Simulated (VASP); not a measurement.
# H (I4/mmm) in VASP: single point with PBEsol

Aim: the single point of H with PBEsol.

Everything below comes from runs of VASP 6.6.1. Logs are shortened: lines on timing, memory, paths and dates and some standing lists are left out, and cuts for length are marked.

### 1 The cell of the first run

It takes space group I4/mmm (No. 139, tetragonal). Conventional cell: a = 3.322 Å, b = 3.322 Å, c = 4.888 Å, α = 90.00°, β = 90.00°, γ = 90.00°. H (site symmetry -4m2) has 10 H at 2.06 to 2.44 Å within 2.7 Å. Within 2.7 Å of H (site symmetry 4/mmm) lie 8 H at 2.06 Å.

### 2 Single point, PBEsol

INCAR

```
PREC = Accurate ; ENCUT = 520
EDIFF = 1E-7 ; ISMEAR = 0
SIGMA = 0.05 ; LREAL = F
LASPH = T ; NELM = 80
ALGO = Normal ; ISIF = 2
LWAVE = F ; LCHARG = T
GGA = PS ; LELF = T
LVHAR = T ; NBANDS = 8
```

KPOINTS

```
regular mesh
0
Gamma
  10 10 10
```

POSCAR

```
H
1.0
   -1.6607759800      1.6607759800      2.4438237600
    1.6607759800     -1.6607759800      2.4438237600
    1.6607759800      1.6607759800     -2.4438237600
H
3
Direct
    0.7500000000      0.2500000000      0.5000000000
    0.2500000000      0.7500000000      0.5000000000
    0.5000000000      0.5000000000      0.0000000000
```

Potentials or basis: VASP PAW PBE potentials, release 64 (H).

Started as:

```
> cat potpaw_PBE.64/H/POTCAR > POTCAR
> mpirun -np 1 vasp_std > vasp.out
```

OUTCAR:

```text
PREC = Accurate
   ENCUT = 520
   EDIFF = 1E-7
   ISMEAR = 0
   LREAL = F
   LASPH = T
   NELM = 80
   ISIF = 2
   GGA = PS

 ion  position               nearest neighbor table
   1  0.750  0.250  0.500-
   2  0.250  0.750  0.500-
   3  0.500  0.500  0.000-

  LATTYP: Found a body centered tetragonal cell.
 ALAT       =     3.3215519600
 C/A-ratio  =     1.4714951260

  Lattice vectors:

 A1 = (  -1.6607759800,   1.6607759800,   2.4438237600)
 A2 = (   1.6607759800,  -1.6607759800,   2.4438237600)
 A3 = (   1.6607759800,   1.6607759800,  -2.4438237600)

Analysis of symmetry for initial positions (statically):
=====================================================================
 Subroutine PRICEL returns:
 Original cell was already a primitive cell.

 Routine SETGRP: Setting up the symmetry group for a
 body centered tetragonal supercell.

 Subroutine GETGRP returns: Found 16 space group operations
 (whereof 16 operations were pure point group operations)
 out of a pool of 16 trial point group operations.

The static configuration has the point symmetry D_4h.

Analysis of symmetry for dynamics (positions and initial velocities):
=====================================================================
 Subroutine PRICEL returns:
 Original cell was already a primitive cell.

 Routine SETGRP: Setting up the symmetry group for a
 body centered tetragonal supercell.

 Subroutine GETGRP returns: Found 16 space group operations
 (whereof 16 operations were pure point group operations)
 out of a pool of 16 trial point group operations.

The dynamic configuration has the point symmetry D_4h.

 Subroutine INISYM returns: Found 16 space group operations
 (whereof 16 operations are pure point group operations),
 and found     1 'primitive' translations

----------------------------------------------------------------------------------------

                                     Primitive cell

  volume of cell :      26.9620

  direct lattice vectors                    reciprocal lattice vectors
    -1.660775980  1.660775980  2.443823760     0.000000000  0.301064085  0.204597405
     1.660775980 -1.660775980  2.443823760     0.301064085  0.000000000  0.204597405
     1.660775980  1.660775980 -2.443823760     0.301064085  0.301064085  0.000000000

  length of vectors
     3.389487908  3.389487908  3.389487908     0.364005057  0.364005057  0.425768911

  position of ions in fractional coordinates (direct lattice)
     0.750000000  0.250000000  0.500000000
     0.250000000  0.750000000  0.500000000
     0.500000000  0.500000000  0.000000000

  ion indices of the primitive-cell ions
   primitive index   ion index
                 1           1
                 2           2
                 3           3

----------------------------------------------------------------------------------------

 KPOINTS: regular mesh

Automatic generation of k-mesh.
 Grid dimensions read from file:
 generate k-points for:   10   10   10

 Generating k-lattice:

  Cartesian coordinates                     Fractional coordinates (reciprocal lattice)
     0.000000000  0.030106408  0.020459741     0.100000000 -0.000000000  0.000000000
     0.030106408  0.000000000  0.020459741    -0.000000000  0.100000000  0.000000000
     0.030106408  0.030106408  0.000000000     0.000000000  0.000000000  0.100000000

  Length of vectors
     0.036400506  0.036400506  0.042576891

  Shift w.r.t. Gamma in fractional coordinates (k-lattice)
     0.000000000  0.000000000  0.000000000

 Subroutine IBZKPT returns following result:
 ===========================================

 Found    102 irreducible k-points:

 Following reciprocal coordinates:
            Coordinates               Weight
  0.000000  0.000000  0.000000      1.000000
  0.100000  0.000000 -0.000000      8.000000
  0.200000  0.000000 -0.000000      8.000000
  0.300000  0.000000  0.000000      8.000000
  0.400000 -0.000000  0.000000      8.000000
  0.500000  0.000000 -0.000000      4.000000
[... 16 lines left out ...]
  0.300000  0.300000  0.000000      8.000000
  0.400000  0.300000  0.000000     16.000000
 [... further k-points ...]
   k-points           NKPTS =    102   k-points in BZ     NKDIM =    102   number of bands    NBANDS=      8
   number of dos      NEDOS =    301   number of ions     NIONS =      3
   total plane-waves  NPLWV =  21952
   dimension x,y,z NGX =    28 NGY =   28 NGZ =   28
   dimension x,y,z NGXF=    56 NGYF=   56 NGZF=   56
   ions per type =               3
   NGX,Y,Z   is equivalent  to a cutoff of  13.73, 13.73, 13.73 a.u.
   NGXF,Y,Z  is equivalent  to a cutoff of  27.47, 27.47, 27.47 a.u.
 SYSTEM =  unknown system
   PREC   = accura    normal or accurate (medium, high low for compatibility)
   ISTART =      0    job   : 0-new  1-cont  2-samecut
   ICHARG =      2    charge: 1-file 2-atom 10-const
   ISPIN  =      1    spin polarized calculation?
   LNONCOLLINEAR =      F non collinear calculations
   LSORBIT =      F    spin-orbit coupling
   LASPH  =      T    aspherical Exc in radial PAW
   ENCUT  =  520.0 eV  38.22 Ry    6.18 a.u.   6.30  6.30  6.30*2*pi/ulx,y,z
   NELM   =     80;   NELMIN=  2; NELMDL= -5     # of ELM steps
   EDIFF  = 0.1E-06   stopping-criterion for ELM
   LREAL  =      F    real-space projection
   EDIFFG = 0.1E-05   stopping-criterion for IOM
   NSW    =      0    number of steps for IOM
   IBRION =     -1    ionic relax: 0-MD 1-quasi-New 2-CG
   NFREE  =      0    steps in history (QN), initial steepest desc. (CG)
   ISIF   =      2    stress and relaxation
   ISYM   =      2    0-nonsym 1-usesym 2-fastsym
   POTIM  = 0.5000    time-step for ionic-motion
   TEBEG  =    0.0;   TEEND  =   0.0 temperature during run
   PSTRESS=    0.0 pullay stress
   NELECT =       3.0000    total number of electrons
   NUPDOWN=      -1.0000    fix difference up-down
   EMIN   =  10.00;   EMAX   =-10.00  energy-range for DOS
   EFERMI =   0.00;   METHOD = LEGACY
   ISMEAR =     0;   SIGMA  =   0.05  broadening in eV -4-tet -1-fermi 0-gaus
   EFERMI_NEDOS =   21; number of points for ismear=-14 and -15
   IALGO  =     38    algorithm
   IMIX   =      4    mixing-type and parameters
     AMIX     =   0.40;   BMIX     =  1.00
     AMIX_MAG =   1.60;   BMIX_MAG =  1.00
  volume/ion in A,a.u.               =       8.99        60.65
  Fermi-wavevector in a.u.,A,eV,Ry     =   0.787405  1.487979  8.435693  0.620006
  Thomas-Fermi vector in A             =   1.892138
   LORBIT       =      0    0 simple, 1 ext, 2 COOP (PROOUT), +10 PAW based schemes
   GGA     = PS    functional components
   LHFCALC =     F    Hartree Fock is set to
   AEXX    =    0.0000 exact exchange contribution
   IVDW    =     0    specifies the selected vdW correction
   LEPSILON=     F    determine dielectric tensor
   LRPA    =     F    only Hartree local field effects (RPA)
 non-spin polarized calculation
 Gauss-broadening in eV      SIGMA  =   0.05
  energy-cutoff  :      520.00
  volume of cell :       26.96
 maximum number of plane-waves:       744
 NGX is ok and might be reduce to    28
   NGX = 13   NGY = 13   NGZ = 13

 number of electron       3.0000000 magnetization

 Free energy of the ion-electron system (eV)
  ---------------------------------------------------
  ext. energy  EPLUGINS =         0.00000000
  ---------------------------------------------------
  free energy    TOTEN  =        -4.79965322 eV

  energy without entropy =       -4.79887796  energy(sigma->0) =       -4.79926559

 E-fermi :  -3.0309     XC(G=0):  -7.5541

 val. band max:       -3.0397809142   @ k =   0.5000   0.3000   0.0000
 cond. band min:      -3.0137963286   @ k =  -0.3000   0.5000   0.3000
 fundamental gap:      0.0259845856
 Fermi energy:        -3.0309323564

 k-point     1 :       0.0000    0.0000    0.0000
  band No.  band energies     occupation
      1     -10.0535      2.00000
      2       0.8097      0.00000
      3       2.6372      0.00000
      4      12.6513      0.00000
      5      12.6513      0.00000
      6      12.8580      0.00000
      7      13.4795      0.00000
      8      13.5929      0.00000

 k-point     2 :       0.1000    0.0000   -0.0000
  band No.  band energies     occupation
      1      -9.8763      2.00000
      2       0.5430      0.00000
      3       2.3335      0.00000
      4      10.9209      0.00000
      5      11.9301      0.00000
      6      11.9934      0.00000
      7      13.6880      0.00000
      8      14.5672      0.00000

 k-point     3 :       0.2000    0.0000   -0.0000
  band No.  band energies     occupation
      1      -9.3496      2.00000
      2      -0.3365      0.00000
      3       1.6315      0.00000
      4       9.5399      0.00000
      5      11.1440      0.00000
      6      11.3626      0.00000
      7      13.6210      0.00000
      8      14.8294      0.00000

 k-point     4 :       0.3000    0.0000    0.0000
  band No.  band energies     occupation
      1      -8.4925      2.00000
      2      -1.8619      0.00000
      3       1.0611      0.00000
      4       8.6310      0.00000
      5      10.7170      0.00000
      6      11.0682      0.00000
      7      13.3991      0.00000
      8      14.2215      0.00000

 k-point     5 :       0.4000   -0.0000    0.0000
  band No.  band energies     occupation
      1      -7.3746      2.00000
      2      -3.5872      2.00000
      3       0.7538      0.00000
      4       8.0607      0.00000
      5      10.6041      0.00000
      6      11.0839      0.00000
      7      12.4261      0.00000
      8      13.0928      0.00000
[... 177 lines left out ...]
 k-point    22 :      -0.2000    0.2000    0.0000
  band No.  band energies     occupation
      1      -9.0902      2.00000
      2      -0.3031      0.00000
      3       1.1910      0.00000
      4       8.8119      0.00000
      5       8.9313      0.00000
      6      10.2404      0.00000
      7      14.3325      0.00000
      8      15.8194      0.00000

 k-point    23 :       0.3000    0.3000    0.0000
  band No.  band energies     occupation
      1      -6.1379      2.00000
      2      -3.1593      1.99972
      3      -1.7539      0.00000
      4       5.1521      0.00000
      5       8.5276      0.00000
      6      12.3978      0.00000
      7      14.0690      0.00000
      8      17.4810      0.00000

 k-point    24 :       0.4000    0.3000    0.0000
  band No.  band energies     occupation
      1      -5.1807      2.00000
      2      -3.9573      2.00000
      3      -1.9894      0.00000
      4       4.7205      0.00000
      5       7.6916      0.00000
      6      12.5928      0.00000
      7      13.6118      0.00000
      8      17.5453      0.00000

 [... further k-points ...]
[... 5 lines left out ...]
  --------------------------------------------------------------------------------------
  -------------------------------------------------------------------------------------
  Total       -3.2682881     -3.2682881     -3.2011341      0.0000000      0.0000000      0.0000000
  in kB     -194.2132842   -194.2132842   -190.2227520      0.0000000      0.0000000      0.0000000
  external PRESSURE =    -192.8831068 kB  Pullay stress =       0.0000000 kB

 VOLUME and BASIS-vectors are now :
 -----------------------------------------------------------------------------
  energy-cutoff  :      520.00
  volume of cell :       26.96
      direct lattice vectors                 reciprocal lattice vectors
    -1.660775980  1.660775980  2.443823760     0.000000000  0.301064085  0.204597405
     1.660775980 -1.660775980  2.443823760     0.301064085  0.000000000  0.204597405
     1.660775980  1.660775980 -2.443823760     0.301064085  0.301064085  0.000000000

 POSITION                                       TOTAL-FORCE (eV/Angst)
 -----------------------------------------------------------------------------------
      0.00000      1.66078      1.22191         0.000000      0.000000     -0.000000
      1.66078      0.00000      1.22191         0.000000     -0.000000      0.000000
      0.00000      0.00000      2.44382        -0.000000      0.000000     -0.000000
 -----------------------------------------------------------------------------------
    total drift:                                0.000000      0.000000      0.000000

  FREE ENERGIE OF THE ION-ELECTRON SYSTEM (eV)
  ---------------------------------------------------
  free  energy   TOTEN  =        -4.7996532212 eV

  energy  without entropy=       -4.7988779623  energy(sigma->0) =       -4.79926559
```

Run time: 17 s. Hardware: 1 thread of Intel Xeon Platinum 8259CL at 2.50GHz (Skylake/Cascade Lake), shared host; peak memory 0.15 GiB.

Results:

- Free energy: -4.7997 eV
- Pressure: -19.3 GPa

Caveat: the PAW data sets were made with another functional, which shifts forces and pressure a little.
